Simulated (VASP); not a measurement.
Runs of VASP 6.6.1 on Sb. The structure is that of space group Im-3m (No. 229), or close to it. The cells are those of the table. 

```tsv
cell	gap on the mesh (eV)	pressure (GPa)
a = 3.141 Å, angles 109.5°, 1 atom	none	6.9
a = 2.948 Å, angles 109.5°, 1 atom	none	36.1
a = 2.840 Å, angles 109.5°, 1 atom	none	65.5
a = 3.230 Å, angles 109.5°, 1 atom	none	0.0
a = 3.048 Å, angles 109.5°, 1 atom	none	(a)
a = 2.597 Å, angles 109.5°, 1 atom	none	(b)
```

Alike in all rows: task single point; level PBEsol; potentials or basis VASP PAW PBE potentials, release 64 (Sb); no spin polarisation; k mesh 16 × 16 × 16; cutoff (eV) 520; smearing fermi-dirac 0.05 eV.

**Question.** Fill in the values left out.

**Answer.** (a) 18.1; (b) 209.1.

Caveats: the PAW data sets were made with another functional, which shifts forces and pressure a little; spin-orbit coupling is left out, which moves the levels of the heavy elements.

A k mesh can miss the band edges, and the runs leave out spin-orbit coupling on Sb.

A gap of «none» marks levels without a gap at the run's occupations.
